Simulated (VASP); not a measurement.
# BaTiO3 (Pm-3m) in VASP: further runs, part 2 of 2

VASP 6.6.1. The steps go on from the part before.

## (3) Single point, PBEsol

This run uses another cell than the first one, of 12.51 Å³/atom, 1.017 times its volume.

Input file INCAR:

```
PREC = Accurate
ENCUT = 520
EDIFF = 1E-7
ISMEAR = -1
SIGMA = 0.05
LREAL = False
LASPH = True
NELM = 80
ALGO = Normal
ISIF = 2
LWAVE = False
LCHARG = False
GGA = PS
NBANDS = 28
```

Input file KPOINTS:

```
Automatic mesh
0
Gamma
  7 7 7
```

Input file POSCAR:

```
BaTiO3
1.0
    3.9698719600      0.0000000000      0.0000000000
    0.0000000000      3.9698719600      0.0000000000
    0.0000000000      0.0000000000      3.9698719600
Ba Ti O
1 1 3
Direct
    0.5000000000      0.5000000000      0.5000000000
    0.0000000000      0.0000000000      0.0000000000
    0.0000000000      0.0000000000      0.5000000000
    0.0000000000      0.5000000000      0.0000000000
    0.5000000000      0.0000000000      0.0000000000
```

Potentials or basis: VASP PAW PBE potentials, release 64 (Ba_sv, Ti_sv, O).

Command:

```sh
$ cat potpaw_PBE.64/Ba_sv/POTCAR potpaw_PBE.64/Ti_sv/POTCAR potpaw_PBE.64/O/POTCAR > POTCAR
$ mpirun -np 1 vasp_std > vasp.out
```

Run time: 19 s. Hardware: 1 thread of AMD EPYC 9R45 (Zen 5), shared host; peak memory 0.16 GiB.

The run converged. Its results:

* Free energy: -41.9768 eV
* Pressure: 2.0 GPa
* Band gap on the k mesh: 1.81 eV, indirect (least direct gap 1.86 eV)

Levels at points of the mesh, in eV from the valence-band top:
```tsv
k point	band 18	band 19	band 20	band 21	band 22	band 23
(0.00, 0.00, 0.00)	-0.06	-0.06	-0.06	1.81	1.81	1.81
```

Caveat: the PAW data sets were made with another functional, which shifts forces and pressure a little; spin-orbit coupling is left out, which moves the levels of the heavy elements. A k mesh can miss the band edges.

## (4) Single point, PBEsol+D4

This run uses another cell than the first one, of 12.39 Å³/atom, 1.007 times its volume.

Input file INCAR:

```
SYSTEM = BaTiO3
PREC = Accurate
ENCUT = 520
EDIFF = 1E-6
ISMEAR = -1
SIGMA = 0.05
LREAL = .False.
LASPH = .True.
NELM = 100
ALGO = Normal
ISIF = 2
LWAVE = .False.
LCHARG = .True.
GGA = PS
IVDW = 13
LELF = .True.
LVHAR = .True.
NBANDS = 28
```

Input file KPOINTS:

```
regular mesh
0
Gamma
  7 7 7
  0 0 0
```

POSCAR, as its differences from that of step 3:

```diff
@@ -2,5 +2,5 @@
 1.0
-    3.9698719600      0.0000000000      0.0000000000
-    0.0000000000      3.9698719600      0.0000000000
-    0.0000000000      0.0000000000      3.9698719600
+    3.9566676661      0.0000000000      0.0000000000
+    0.0000000000      3.9566676661      0.0000000000
+    0.0000000000      0.0000000000      3.9566676661
 Ba Ti O
```

Command:

```sh
$ cat potpaw_PBE.64/Ba_sv/POTCAR potpaw_PBE.64/Ti_sv/POTCAR potpaw_PBE.64/O/POTCAR > POTCAR
$ mpirun -np 1 vasp_std > vasp.out
```

Run time: 19 s. Hardware: 1 thread of AMD EPYC 9R45 (Zen 5), shared host; peak memory 0.16 GiB.

It converged, with:

```
Free energy                : -42.6106 eV
Pressure                   : 2.1 GPa
Band gap on the k mesh     : 1.82 eV, indirect (least direct gap 1.87 eV)
Dispersion energy per atom : -0.129 eV
```

Levels at points of the mesh, in eV from the valence-band top:
| k point | band 18 | band 19 | band 20 | band 21 | band 22 | band 23 |
| --- | --- | --- | --- | --- | --- | --- |
| (0.00, 0.00, 0.00) | -0.04 | -0.04 | -0.04 | 1.82 | 1.82 | 1.82 |

Caveat: the PAW data sets were made with another functional, which shifts forces and pressure a little; spin-orbit coupling is left out, which moves the levels of the heavy elements.

## (5) Single point, PBEsol+D3(BJ)

This run uses another cell than the first one, of 12.86 Å³/atom, 1.045 times its volume.

Input file INCAR:

```
SYSTEM = BaTiO3
PREC = Accurate ; ENCUT = 520
EDIFF = 1E-6 ; ISMEAR = -1
SIGMA = 0.05 ; LREAL = .False.
LASPH = .True. ; NELM = 100
ALGO = Normal ; ISIF = 2
LWAVE = .False. ; LCHARG = .False.
GGA = PS ; IVDW = 12
NBANDS = 28
```

Input file KPOINTS:

```
Automatic mesh
0
Gamma
  7 7 7
  0 0 0
```

POSCAR, as its differences from that of step 4:

```diff
@@ -2,5 +2,5 @@
 1.0
-    3.9566676661      0.0000000000      0.0000000000
-    0.0000000000      3.9566676661      0.0000000000
-    0.0000000000      0.0000000000      3.9566676661
+    4.0060000000      0.0000000000      0.0000000000
+    0.0000000000      4.0060000000      0.0000000000
+    0.0000000000      0.0000000000      4.0060000000
 Ba Ti O
```

Potentials or basis: VASP PAW PBE potentials, release 64 (Ba_sv, Ti_sv, O).

Command:

```sh
$ cat potpaw_PBE.64/Ba_sv/POTCAR potpaw_PBE.64/Ti_sv/POTCAR potpaw_PBE.64/O/POTCAR > POTCAR
$ mpirun -np 1 vasp_std > vasp.out
```

OUTCAR:

```text
SYSTEM = BaTiO3
   PREC = Accurate
   ENCUT = 520
   EDIFF = 1E-6
   ISMEAR = -1
   LREAL = .False.
   LASPH = .True.
   NELM = 100
   ISIF = 2
   GGA = PS
   IVDW = 12
 IVDW          = 12

 ion  position               nearest neighbor table
   1  0.500  0.500  0.500-   3 2.83   4 2.83   5 2.83   4 2.83   5 2.83   3 2.83   5 2.83   5 2.83
                             3 2.83   4 2.83   4 2.83   3 2.83   2 3.47   2 3.47   2 3.47   2 3.47
   2  0.000  0.000  0.000-   3 2.00   4 2.00   5 2.00   3 2.00   4 2.00   5 2.00   1 3.47   1 3.47
[... 825 lines left out ...]
  -------------------------------------------------------------------------------------
  Total      -2.50310    -2.50310    -2.50310     0.00000     0.00000    -0.00000
  in kB     -62.38159   -62.38159   -62.38159     0.00000     0.00000    -0.00000
  external pressure =      -62.38 kB  Pullay stress =        0.00 kB

 VOLUME and BASIS-vectors are now :
 -----------------------------------------------------------------------------
  energy-cutoff  :      520.00
  volume of cell :       64.29
      direct lattice vectors                 reciprocal lattice vectors
     4.006000000  0.000000000  0.000000000     0.249625562  0.000000000  0.000000000
     0.000000000  4.006000000  0.000000000     0.000000000  0.249625562  0.000000000
     0.000000000  0.000000000  4.006000000     0.000000000  0.000000000  0.249625562

 POSITION                                       TOTAL-FORCE (eV/Angst)
 -----------------------------------------------------------------------------------
      2.00300      2.00300      2.00300         0.000000      0.000000      0.000000
      0.00000      0.00000      0.00000         0.000000      0.000000      0.000000
      0.00000      0.00000      2.00300         0.000000      0.000000      0.000000
      0.00000      2.00300      0.00000         0.000000      0.000000      0.000000
      2.00300      0.00000      0.00000         0.000000      0.000000      0.000000
 -----------------------------------------------------------------------------------
    total drift:                               -0.000000     -0.000000      0.000000

  FREE ENERGIE OF THE ION-ELECTRON SYSTEM (eV)
  ---------------------------------------------------
  free  energy   TOTEN  =       -43.2908888228 eV

  energy  without entropy=      -43.2908888189  energy(sigma->0) =      -43.29088882
```

stdout:

```text
POSCAR found type information on POSCAR BaTiO
 POSCAR found :  3 types and       5 ions
 scaLAPACK will be used
 -----------------------------------------------------------------------------
|                                                                             |
|                                                                             |
|     You enforced a specific xc type in the INCAR file but a different       |
|     I HOPE YOU KNOW WHAT YOU ARE DOING!                                     |
|                                                                             |
 -----------------------------------------------------------------------------

 LDA part: xc-table for (Slater+PW92), standard interpolation
 POSCAR, INCAR and KPOINTS ok, starting setup
 FFT: planning ... GRIDC
 FFT: planning ... GRID_SOFT
 FFT: planning ... GRID
 WAVECAR not read
 entering main loop
```

Wall time 19 s (1 thread of AMD EPYC 9R45 (Zen 5), shared host); peak memory 0.17 GiB.

What came out:

| Property | Result |
| --- | --- |
| Free energy | -43.2909 eV |
| Pressure | -6.2 GPa |
| Band gap on the k mesh | 1.76 eV, indirect (least direct gap 1.84 eV) |
| Dispersion energy per atom | -0.263 eV |

Caveat: three body term missing; the PAW data sets were made with another functional, which shifts forces and pressure a little; spin-orbit coupling is left out, which moves the levels of the heavy elements. PBEsol gaps usually lie below the measured ones, often by a third to a half.

## (6) The runs side by side

| level | cell | gap on the mesh (eV) | pressure (GPa) |
| --- | --- | --- | --- |
| PBEsol+D3(BJ) | a = 3.947 Å, 5 atoms | 1.84 | 1.6 |
| PBEsol | a = 3.970 Å, 5 atoms | 1.81 | 2.0 |
| PBEsol+D4 | a = 3.957 Å, 5 atoms | 1.82 | 2.1 |
| PBEsol+D3(BJ) | a = 4.006 Å, 5 atoms | 1.76 | -6.2 |

Alike in all rows: task single point; potentials or basis VASP PAW PBE potentials, release 64 (Ba_sv, Ti_sv, O); no spin polarisation; k mesh 7 × 7 × 7; cutoff (eV) 520; smearing fermi-dirac 0.05 eV.

Caveats: the PAW data sets were made with another functional, which shifts forces and pressure a little; spin-orbit coupling is left out, which moves the levels of the heavy elements; three body term missing (some runs).

Total energies depend on the potentials used, so only differences within one code and one set of settings carry meaning.
